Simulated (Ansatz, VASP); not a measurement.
## One calculation of CdTe, two programs

```
Cd Te
1.0
     0.00000    3.14000    3.14000
     3.14000    0.00000    3.14000
     3.14000    3.14000    0.00000
Cd Te
1 1
Direct
  0.00000 0.00000 0.00000
  0.25000 0.25000 0.25000
```

Alike in both runs: task electric field gradients; functional PBE; k mesh 12 × 12 × 12; occupations fermi-dirac, width 0.02 eV; no spin polarisation.

```csv
,VASP,Ansatz
version,VASP 6.6.1,Ansatz 0.2.0
potentials or method,"VASP PAW PBE potentials, release 64 (Cd, Te)","plane-wave PAW, scalar-relativistic"
plane-wave cutoff (eV),520,420
valence electrons in the cell,18,36
```

|  | VASP | Ansatz | Ansatz less VASP |
| --- | --- | --- | --- |
| gap on the k mesh at the Fermi level (eV) | 1.07 | 1.06 | -0.003 |
| pressure (GPa) | 8.2 | 8.0 | -0.20 |

The functional is the same, so the differences come from potentials, cutoffs and numerics. VASP's potentials hold 18 valence electrons a cell and Ansatz's 36, so a difference there can come from the potentials and not from the codes.

Spin-orbit coupling is off throughout.
